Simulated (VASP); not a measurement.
# Au (I4/mmm) in VASP: further runs

Runs on Au. Level: PBE. Tasks: single point, relaxation of cell and atoms.

Everything below comes from runs of VASP 6.6.1. Logs are shortened: lines on timing, memory, paths and dates and some standing lists are left out, and cuts for length are marked.

**1. The cell of the first run**

It takes space group I4/mmm (No. 139, tetragonal). The conventional cell has a = 3.619 Å, b = 3.619 Å, c = 2.813 Å, α = 90.00°, β = 90.00°, γ = 90.00°. Au (site symmetry 4/mmm) has 14 Au at 2.81 to 3.62 Å within 3.7 Å.

**2. Single point, PBE**

The input, INCAR:

```
SYSTEM = Au
PREC = Accurate ; ENCUT = 520
EDIFF = 1E-7 ; ISMEAR = 0
SIGMA = 0.1 ; LREAL = .False.
LASPH = .True. ; NELM = 100
ALGO = Normal ; ISIF = 2
LWAVE = .False. ; LCHARG = .False.
GGA = PE ; NBANDS = 12
```

The input, KPOINTS:

```
regular mesh
0
Gamma
  8 8 8
  0 0 0
```

The input, POSCAR:

```
Au
1.0
   -1.8095532504      1.8095532504      1.4066269757
    1.8095532504     -1.8095532504      1.4066269757
    1.8095532504      1.8095532504     -1.4066269757
Au
1
Direct
    0.5000000000      0.5000000000      0.0000000000
```

Potentials or basis: VASP PAW PBE potentials, release 64 (Au).

On the command line:

```bash
$ cat potpaw_PBE.64/Au/POTCAR > POTCAR
$ mpirun -np 1 vasp_std > vasp.out
```

OUTCAR:

```text
SYSTEM = Au
   PREC = Accurate
   ENCUT = 520
   EDIFF = 1E-7
   ISMEAR = 0
   LREAL = .False.
   LASPH = .True.
   NELM = 100
   ISIF = 2
   GGA = PE

 ion  position               nearest neighbor table
   1  0.500  0.500  0.000-

  LATTYP: Found a body centered tetragonal cell.
 ALAT       =     3.6191065008
 C/A-ratio  =     0.7773338394

  Lattice vectors:

 A1 = (  -1.8095532504,   1.8095532504,   1.4066269757)
 A2 = (   1.8095532504,  -1.8095532504,   1.4066269757)
 A3 = (   1.8095532504,   1.8095532504,  -1.4066269757)

Analysis of symmetry for initial positions (statically):
=====================================================================
 Subroutine PRICEL returns:
 Original cell was already a primitive cell.

 Routine SETGRP: Setting up the symmetry group for a
 body centered tetragonal supercell.

 Subroutine GETGRP returns: Found 16 space group operations
 (whereof 16 operations were pure point group operations)
 out of a pool of 16 trial point group operations.

The static configuration has the point symmetry D_4h.

Analysis of symmetry for dynamics (positions and initial velocities):
=====================================================================
 Subroutine PRICEL returns:
 Original cell was already a primitive cell.

 Routine SETGRP: Setting up the symmetry group for a
 body centered tetragonal supercell.

 Subroutine GETGRP returns: Found 16 space group operations
 (whereof 16 operations were pure point group operations)
 out of a pool of 16 trial point group operations.

The dynamic configuration has the point symmetry D_4h.

 Subroutine INISYM returns: Found 16 space group operations
 (whereof 16 operations are pure point group operations),
 and found     1 'primitive' translations

----------------------------------------------------------------------------------------

                                     Primitive cell

  volume of cell :      18.4239

  direct lattice vectors                    reciprocal lattice vectors
    -1.809553250  1.809553250  1.406626976     0.000000000  0.276311294  0.355460267
     1.809553250 -1.809553250  1.406626976     0.276311294  0.000000000  0.355460267
     1.809553250  1.809553250 -1.406626976     0.276311294  0.276311294  0.000000000

  length of vectors
     2.920199545  2.920199545  2.920199545     0.450222092  0.450222092  0.390763179

  position of ions in fractional coordinates (direct lattice)
     0.500000000  0.500000000  0.000000000

  ion indices of the primitive-cell ions
   primitive index   ion index
                 1           1

----------------------------------------------------------------------------------------

 KPOINTS: regular mesh

Automatic generation of k-mesh.
 Grid dimensions read from file:
 generate k-points for:    8    8    8

 Generating k-lattice:

  Cartesian coordinates                     Fractional coordinates (reciprocal lattice)
     0.000000000  0.034538912  0.044432533     0.125000000  0.000000000 -0.000000000
     0.034538912  0.000000000  0.044432533     0.000000000  0.125000000 -0.000000000
     0.034538912  0.034538912  0.000000000     0.000000000  0.000000000  0.125000000

  Length of vectors
     0.056277762  0.056277762  0.048845397

  Shift w.r.t. Gamma in fractional coordinates (k-lattice)
     0.000000000  0.000000000  0.000000000

 Subroutine IBZKPT returns following result:
 ===========================================

 Found     59 irreducible k-points:

 Following reciprocal coordinates:
            Coordinates               Weight
  0.000000  0.000000  0.000000      1.000000
  0.125000  0.000000  0.000000      8.000000
  0.250000  0.000000  0.000000      8.000000
  0.375000 -0.000000  0.000000      8.000000
  0.500000  0.000000  0.000000      4.000000
  0.125000  0.125000  0.000000      8.000000
[... 16 lines left out ...]
  0.250000  0.125000  0.125000     16.000000
  0.375000  0.125000  0.125000      8.000000
 [... further k-points ...]
   k-points           NKPTS =     59   k-points in BZ     NKDIM =     59   number of bands    NBANDS=     12
   number of dos      NEDOS =    301   number of ions     NIONS =      1
   total plane-waves  NPLWV =  13824
   dimension x,y,z NGX =    24 NGY =   24 NGZ =   24
   dimension x,y,z NGXF=    48 NGYF=   48 NGZF=   48
   ions per type =               1
   NGX,Y,Z   is equivalent  to a cutoff of  13.66, 13.66, 13.66 a.u.
   NGXF,Y,Z  is equivalent  to a cutoff of  27.33, 27.33, 27.33 a.u.
 SYSTEM =  Au
   PREC   = accura    normal or accurate (medium, high low for compatibility)
   ISTART =      0    job   : 0-new  1-cont  2-samecut
   ICHARG =      2    charge: 1-file 2-atom 10-const
   ISPIN  =      1    spin polarized calculation?
   LNONCOLLINEAR =      F non collinear calculations
   LSORBIT =      F    spin-orbit coupling
   LASPH  =      T    aspherical Exc in radial PAW
   ENCUT  =  520.0 eV  38.22 Ry    6.18 a.u.   5.43  5.43  5.43*2*pi/ulx,y,z
[... 59 lines left out ...]
      1      -0.8549      2.00000
      2       2.9800      2.00000
      3       3.9402      2.00000
      4       4.6316      2.00000
      5       4.6316      2.00000
      6       6.0013      2.00000
      7      22.7819      0.00000
      8      22.7819      0.00000
      9      28.7281      0.00000
     10      30.1345      0.00000
     11      30.1345      0.00000
     12      30.3914      0.00000

 k-point     2 :       0.1250    0.0000    0.0000
  band No.  band energies     occupation
      1      -0.2455      2.00000
      2       3.1256      2.00000
      3       4.0917      2.00000
      4       4.5578      2.00000
      5       4.5675      2.00000
      6       5.8349      2.00000
      7      22.9564      0.00000
      8      23.3517      0.00000
      9      26.2293      0.00000
     10      28.7730      0.00000
     11      28.8553      0.00000
     12      30.9936      0.00000

 k-point     3 :       0.2500    0.0000    0.0000
  band No.  band energies     occupation
      1       1.2334      2.00000
      2       3.0296      2.00000
      3       4.0775      2.00000
      4       4.9860      2.00000
      5       5.2113      2.00000
      6       5.5372      2.00000
      7      21.1621      0.00000
      8      22.9299      0.00000
      9      23.4899      0.00000
     10      27.0438      0.00000
     11      27.1739      0.00000
     12      30.4648      0.00000

 k-point     4 :       0.3750   -0.0000    0.0000
  band No.  band energies     occupation
      1       1.8297      2.00000
      2       2.6221      2.00000
      3       5.2765      2.00000
      4       5.9777      2.00000
      5       6.0003      2.00000
      6       6.1804      2.00000
      7      16.1698      0.00000
      8      20.5922      0.00000
      9      21.2902      0.00000
     10      26.7363      0.00000
     11      28.2025      0.00000
     12      30.4481      0.00000

 k-point     5 :       0.5000    0.0000    0.0000
  band No.  band energies     occupation
      1       1.7467      2.00000
      2       2.4370      2.00000
      3       5.2019      2.00000
      4       6.5494      2.00000
      5       6.6332      2.00000
      6       8.6325      0.00002
      7      12.5037      0.00000
      8      19.6754      0.00000
      9      20.1510      0.00000
     10      27.0435      0.00000
     11      28.8321      0.00000
     12      29.5477      0.00000
[... 228 lines left out ...]
      1       1.2790      2.00000
      2       3.9209      2.00000
      3       4.1792      2.00000
      4       5.1782      2.00000
      5       6.6376      2.00000
      6       7.1472      2.00000
      7      10.1361      0.00000
      8      23.2683      0.00000
      9      26.0421      0.00000
     10      27.0733      0.00000
     11      32.2939      0.00000
     12      32.4782      0.00000

 k-point    22 :       0.1250    0.1250    0.1250
  band No.  band energies     occupation
      1       1.8805      2.00000
      2       2.9683      2.00000
      3       3.6836      2.00000
      4       4.8471      2.00000
      5       5.5158      2.00000
      6       6.3779      2.00000
      7      17.9439      0.00000
      8      22.2316      0.00000
      9      22.4534      0.00000
     10      26.9340      0.00000
     11      30.5890      0.00000
     12      32.0329      0.00000

 k-point    23 :       0.2500    0.1250    0.1250
  band No.  band energies     occupation
      1       2.3703      2.00000
      2       2.8629      2.00000
      3       4.0869      2.00000
      4       5.3658      2.00000
      5       6.0130      2.00000
      6       8.2635      1.65309
      7      15.7282      0.00000
      8      18.2856      0.00000
      9      19.7914      0.00000
     10      28.4930      0.00000
     11      30.2844      0.00000
     12      32.3288      0.00000

 k-point    24 :       0.3750    0.1250    0.1250
  band No.  band energies     occupation
      1       2.2945      2.00000
      2       2.6077      2.00000
      3       4.9597      2.00000
      4       5.2965      2.00000
      5       6.3776      2.00000
      6      11.0310      0.00000
      7      12.3050      0.00000
      8      17.6463      0.00000
      9      18.3993      0.00000
     10      28.5453      0.00000
     11      30.2800      0.00000
     12      31.9989      0.00000

 [... further k-points ...]
[... 5 lines left out ...]
  --------------------------------------------------------------------------------------
  -------------------------------------------------------------------------------------
  Total       -0.0492594     -0.0492594     -0.0518166      0.0000000      0.0000000      0.0000000
  in kB       -4.2836942     -4.2836942     -4.5060689      0.0000000      0.0000000      0.0000000
  external PRESSURE =      -4.3578191 kB  Pullay stress =       0.0000000 kB

 VOLUME and BASIS-vectors are now :
 -----------------------------------------------------------------------------
  energy-cutoff  :      520.00
  volume of cell :       18.42
      direct lattice vectors                 reciprocal lattice vectors
    -1.809553250  1.809553250  1.406626976     0.000000000  0.276311294  0.355460267
     1.809553250 -1.809553250  1.406626976     0.276311294  0.000000000  0.355460267
     1.809553250  1.809553250 -1.406626976     0.276311294  0.276311294  0.000000000

 POSITION                                       TOTAL-FORCE (eV/Angst)
 -----------------------------------------------------------------------------------
      0.00000      0.00000      1.40663        -0.000000      0.000000      0.000000
 -----------------------------------------------------------------------------------
    total drift:                               -0.000000      0.000000      0.000000

  FREE ENERGIE OF THE ION-ELECTRON SYSTEM (eV)
  ---------------------------------------------------
  free  energy   TOTEN  =        -3.1644220131 eV

  energy  without entropy=       -3.1596955028  energy(sigma->0) =       -3.16205876
```

Run time: 5.7 s. Hardware: 1 thread of Intel Xeon 6975P-C, shared host; peak memory 0.15 GiB.

Results:

* Free energy: -3.1644 eV
* Pressure: -0.4 GPa
* Band gap on the k mesh: zero (an odd number of electrons rules out a gap without spin polarisation)

Caveat: spin-orbit coupling is left out, which moves the levels of the heavy elements.

**3. Relaxation of cell and atoms, PBE**

This run uses another cell than the first one, of 18.33 Å³/atom.

The input, INCAR:

```
  ALGO = Fast
  EDIFF = 1E-6
  EDIFFG = -0.04
  ENCUT = 600
  GGA = PE
  IBRION = 2
  ISIF = 3
  ISMEAR = 0
  LASPH = T
  LCHARG = F
  LREAL = F
  LWAVE = F
  NELM = 100
  NSW = 90
  PREC = Accurate
  SIGMA = 0.1
```

The input, KPOINTS:

```
k-points
0
Gamma
  8 8 8
```

The input, POSCAR:

```
Au
1.0
   -1.8006606029      1.8006606029      1.4135321375
    1.8006606029     -1.8006606029      1.4135321375
    1.8006606029      1.8006606029     -1.4135321375
Au
1
Direct
    0.5000000000      0.5000000000      0.0000000000
```

Potentials or basis: VASP PAW PBE potentials, release 64 (Au).

On the command line:

```bash
$ cat potpaw_PBE.64/Au/POTCAR > POTCAR
$ mpirun -np 1 vasp_std > vasp.out
```

Run time: 7.8 s. Hardware: 1 thread of Intel Xeon 6975P-C, shared host; peak memory 0.15 GiB.

It converged, with:

```
Free energy                           : -3.1644 eV
Relaxed volume                        : 18.35 Å³/atom
Relaxed cell                          : a = 2.915 Å, b = 2.915 Å, c = 2.915 Å, α = 103.50°, β = 103.50°, γ = 122.23°
Space group after relaxing (to 0.1 Å) : I4/mmm (No. 139)
Energy gained by relaxing             : 0.4 meV/atom
Ionic steps                           : 2
Pressure after relaxing               : 0.0 GPa
Band gap on the k mesh                : zero (an odd number of electrons rules out a gap without spin polarisation)
```

Stress tensor (GPa, compression positive):
```
 0.08  0.00  0.00
 0.00  0.08  0.00
 0.00  0.00 -0.30
```

The path:
| step | energy change (eV) | largest force (eV/Å) | pressure (GPa) | volume (Å³) |
| --- | --- | --- | --- | --- |
| 1 | 0.0000 | 0.0000 | 0.07 | 18.33 |
| 2 | -0.0004 | 0.0000 | -0.05 | 18.35 |

Final structure:
```
Au
1.0
    -1.80500    1.80500    1.40839
     1.80500   -1.80500    1.40839
     1.80500    1.80500   -1.40839
Au
1
Direct
  0.50000 0.50000 0.00000
```

Levels at points of the mesh, in eV from the Fermi level:
```
           k point  band 3  band 4  band 5  band 6  band 7  band 8  band 9
(0.00, 0.00, 0.00)   -4.38   -3.74   -3.74   -2.34   14.49   14.49   20.33
(0.50, 0.00, 0.00)   -3.14   -1.78   -1.72    0.27    4.16   11.35   11.85
(0.50, 0.50, 0.00)   -4.20   -3.16   -1.70   -1.20    1.83   14.89   17.66
(0.50, 0.50, 0.50)   -1.92   -1.92   -1.58    4.02    4.02    7.25   11.52
```

Caveat: spin-orbit coupling is left out, which moves the levels of the heavy elements.

**4. Single point, PBE**

This run uses another cell than the first one, of 18.11 Å³/atom.

The input, INCAR:

```
SYSTEM = Au
ALGO = Fast
EDIFF = 1E-7
ENCUT = 520
GGA = PE
ISIF = 2
ISMEAR = 0
LASPH = .True.
LCHARG = .True.
LELF = .True.
LREAL = .False.
LVHAR = .True.
LWAVE = .False.
NBANDS = 12
NELM = 100
PREC = Accurate
SIGMA = 0.1
```

The input, KPOINTS:

```
k-points
0
Gamma
  24 24 24
  0 0 0
```

The input, POSCAR:

```
Au
1.0
   -1.7527846286      1.7527846286      1.4736693276
    1.7527846286     -1.7527846286      1.4736693276
    1.7527846286      1.7527846286     -1.4736693276
Au
1
Direct
    0.5000000000      0.5000000000      0.0000000000
```

On the command line:

```bash
$ cat potpaw_PBE.64/Au/POTCAR > POTCAR
$ mpirun -np 1 vasp_std > vasp.out
```

Run time: 2.5 min. Hardware: 1 thread of Intel Xeon 6975P-C, shared host; peak memory 0.34 GiB.

The run converged. Its results:

| Item | Value |
| --- | --- |
| Free energy | -3.2079 eV |
| Pressure | -0.2 GPa |
| Band gap on the k mesh | zero (an odd number of electrons rules out a gap without spin polarisation) |

Levels at points of the mesh, in eV from the Fermi level:
| k point | band 3 | band 4 | band 5 | band 6 | band 7 | band 8 | band 9 | band 10 |
| --- | --- | --- | --- | --- | --- | --- | --- | --- |
| (0.00, 0.00, 0.00) | -4.06 | -4.06 | -3.79 | -2.40 | 15.25 | 15.25 | 18.98 | 22.07 |
| (0.50, 0.00, 0.00) | -3.08 | -1.94 | -1.57 | 0.01 | 3.83 | 11.62 | 12.33 | 19.45 |
| (0.50, 0.50, 0.00) | -3.94 | -3.02 | -1.61 | -1.00 | 2.30 | 14.13 | 16.37 | 19.95 |
| (0.50, 0.50, 0.50) | -1.88 | -1.88 | -1.59 | 4.67 | 4.67 | 8.10 | 9.82 | 13.69 |

Caveat: spin-orbit coupling is left out, which moves the levels of the heavy elements.

**5. Relaxation of cell and atoms, PBE**

The input, INCAR:

```
SYSTEM = Au
PREC     = Accurate       ! precision mode
ENCUT    = 600            ! plane-wave cutoff, eV
EDIFF    = 1E-6           ! SCF threshold, eV
ISMEAR   = 0              ! smearing method
SIGMA    = 0.1            ! smearing width, eV
LREAL    = .FALSE.        ! projectors in reciprocal space
LASPH    = .TRUE.         ! aspherical terms in the spheres
NELM     = 100            ! most SCF steps
ALGO     = Fast           ! electronic algorithm
ISIF     = 3              ! what is computed and relaxed
LWAVE    = .FALSE.        ! write WAVECAR
LCHARG   = .FALSE.        ! write CHGCAR
GGA      = PE             ! functional
IBRION   = 2              ! ionic algorithm
NSW      = 100            ! ionic steps
EDIFFG   = -0.01          ! ionic threshold
```

The input, KPOINTS:

```
Automatic mesh
0
G
  24 24 24
  0 0 0
```

The input, POSCAR:

```
Au
1.0
   -1.8095532504      1.8095532504      1.4066269757
    1.8095532504     -1.8095532504      1.4066269757
    1.8095532504      1.8095532504     -1.4066269757
Au
1
Direct
    0.5000000000      0.5000000000      0.0000000000
```

On the command line:

```bash
$ cat potpaw_PBE.64/Au/POTCAR > POTCAR
$ mpirun -np 1 vasp_std > vasp.out
```

Run time: 9.6 min. Hardware: 1 thread of Intel Xeon 6975P-C, shared host; peak memory 0.39 GiB.

The run converged. Its results:

```yaml
Free_energy: -3.2077 eV
Relaxed_volume: 18.10 Å³/atom
Relaxed_cell: a = 2.884 Å, b = 2.884 Å, c = 2.884 Å, α = 105.07°, β = 105.07°, γ = 118.67°
Space_group_after_relaxing_to_0.1_Å: I4/mmm (No. 139)
Energy_gained_by_relaxing: 8.7 meV/atom
Ionic_steps: 11
Pressure_after_relaxing: 0.0 GPa
Band_gap_on_the_k_mesh: zero (an odd number of electrons rules out a gap without spin polarisation)
```

Step by step:
```
step  energy change (eV)  largest force (eV/Å)  pressure (GPa)  volume (Å³)
   1              0.0000                0.0000           -0.76        18.42
   2             -0.0055                0.0000            0.30        18.19
   3             -0.0063                0.0000            0.83        18.08
   4             -0.0063                0.0000            1.20        18.04
   5             -0.0070                0.0000           -1.52        18.34
   6             -0.0074                0.0000           -0.47        18.22
   7             -0.0080                0.0000           -0.47        18.20
   8             -0.0084                0.0000           -0.38        18.12
   9             -0.0086                0.0000           -0.44        18.16
  10             -0.0084                0.0000            0.93        17.97
  11             -0.0087                0.0000            0.00        18.10
```

Final structure:
```
CELL_PARAMETERS angstrom
-1.75395 1.75395 1.47060
1.75395 -1.75395 1.47060
1.75395 1.75395 -1.47060
ATOMIC_POSITIONS crystal
Au 0.50000 0.50000 0.00000
```

Levels at points of the mesh, in eV from the Fermi level:
```
           k point  band 4  band 5  band 6  band 7  band 8  band 9
(0.00, 0.00, 0.00)   -4.05   -3.81   -2.39   15.23   15.23   19.03
(0.50, 0.00, 0.00)   -1.92   -1.57    0.02    3.85   11.61   12.32
(0.50, 0.50, 0.00)   -3.02   -1.61   -1.01    2.29   14.16   16.43
(0.50, 0.50, 0.50)   -1.88   -1.58    4.65    4.65    8.09    9.89
```

Caveat: spin-orbit coupling is left out, which moves the levels of the heavy elements.

**6. Overview**

```tsv
task	cell	k mesh	cutoff (eV)	gap on the mesh (eV)	pressure (GPa)	relaxed volume (Å³/atom)
single point	a = 2.920 Å, angles 103.4, 103.4, 122.4°, 1 atom	8 × 8 × 8	520	none	-0.4	-
relaxation of cell and atoms	relaxed from a = 2.913 Å, angles 103.6, 103.6, 121.9°, 1 atom	8 × 8 × 8	600	none	0.0	18.35
single point	a = 2.884 Å, angles 105.1, 105.1, 118.5°, 1 atom	24 × 24 × 24	520	none	-0.2	-
relaxation of cell and atoms	relaxed from a = 2.920 Å, angles 103.4, 103.4, 122.4°, 1 atom	24 × 24 × 24	600	none	0.0	18.10
```

Alike in all rows: level PBE; potentials or basis VASP PAW PBE potentials, release 64 (Au); no spin polarisation; smearing gaussian 0.1 eV.

Caveats: spin-orbit coupling is left out, which moves the levels of the heavy elements.

Absolute energies hang on the potentials; compare differences alone.
